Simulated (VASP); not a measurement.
Here is a VASP 6.6.1 calculation.

Contents of POSCAR:

```
Pt
1.0
    0.0000000000      1.9700438802      1.9700438802
    1.9700438802      0.0000000000      1.9700438802
    1.9700438802      1.9700438802      0.0000000000
Pt
1
Direct
    0.0000000000      0.0000000000      0.0000000000
```

File INCAR.step1:

```
  ALGO = Normal
  EDIFF = 1E-4
  ENCUT = 520
  GGA = PE
  ISMEAR = 0
  LASPH = T
  LCHARG = F
  LREAL = F
  LWAVE = T
  NBANDS = 11
  NELM = 100
  PREC = Accurate
  SIGMA = 0.1
```

File INCAR.step2:

```
  ALGO = Normal
  EDIFF = 1E-6
  ENCUT = 520
  ISIF = 2
  ISMEAR = 0
  ISTART = 1
  LASPH = T
  LCHARG = F
  LMIXTAU = T
  LREAL = F
  LWAVE = F
  METAGGA = R2SCAN
  NBANDS = 11
  NELM = 100
  PREC = Accurate
  SIGMA = 0.1
```

File KPOINTS:

```
k-points
0
Gamma
  36 36 36
```

Potentials or basis: VASP PAW PBE potentials, release 64 (Pt).

Command:

```console
$ cat potpaw_PBE.64/Pt/POTCAR > POTCAR
$ cp INCAR.step1 INCAR
$ mpirun -np 1 vasp_std > vasp.out
$ cp INCAR.step2 INCAR
$ mpirun -np 1 vasp_std > vasp.out
```

Task: Estimate the band gap on the k mesh.

Result: Zero (bands 5 and 6 overlap by 2.33 eV).

Task: Predict the pressure.

Result: 0.7 GPa.

Caveat: the PAW data sets were made with another functional, which shifts forces and pressure a little; spin-orbit coupling is left out, which moves the levels of the heavy elements.
